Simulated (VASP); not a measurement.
Wanted: the native input for a VASP 6.6.1 run.

```
Task                   : single point
Functional             : LDA
Potentials or basis    : VASP PAW LDA potentials, release 64 (La, Cu)
Cutoff                 : 520 eV
k mesh                 : 5 × 5 × 5
Occupations            : methfessel-paxton, width 0.1 eV
Spin                   : no spin polarisation
Dipole correction      : no
Further INCAR settings : ALGO = Normal; EDIFF = 1e-06; NBANDS = 24
```

The structure of LaCu2 lies in POSCAR:

```
LaCu2
1.0
    4.3450000000      0.0000000000      0.0000000000
   -2.1725000000      3.7628800000      0.0000000000
    0.0000000000      0.0000000000      3.8190000000
La Cu
1 2
Direct
    0.0000000000      0.0000000000      0.0000000000
    0.3333333333      0.6666666667      0.5000000000
    0.6666666667      0.3333333333      0.5000000000
```

These files were run (other wordings do the same):

INCAR

```
PREC = Accurate ; ENCUT = 520
EDIFF = 1E-6 ; ISMEAR = 1
SIGMA = 0.1 ; LREAL = F
LASPH = T ; NELM = 100
ALGO = Normal ; ISIF = 2
LWAVE = F ; LCHARG = F
NBANDS = 24
```

KPOINTS

```
Automatic mesh
0
Gamma
  5 5 5
```

Potentials or basis: VASP PAW LDA potentials, release 64 (La, Cu).

Run with:

```sh
$ cat potpaw_LDA.64/La/POTCAR potpaw_LDA.64/Cu/POTCAR > POTCAR
$ mpirun -np 1 vasp_std > vasp.out
```

Results of the run:

```json
{"Pressure": "-6.4 GPa", "Band gap on the k mesh": "zero (an odd number of electrons rules out a gap without spin polarisation)"}
```

Caveat: the cell stands under tension; spin-orbit coupling is left out, which moves the levels of the heavy elements.

Wall time 36 s on 1 thread of Intel(R) Xeon(R) Platinum 8259CL CPU @ 2.50GHz (Skylake/Cascade Lake), on a shared host, peak memory 0.17 GiB.
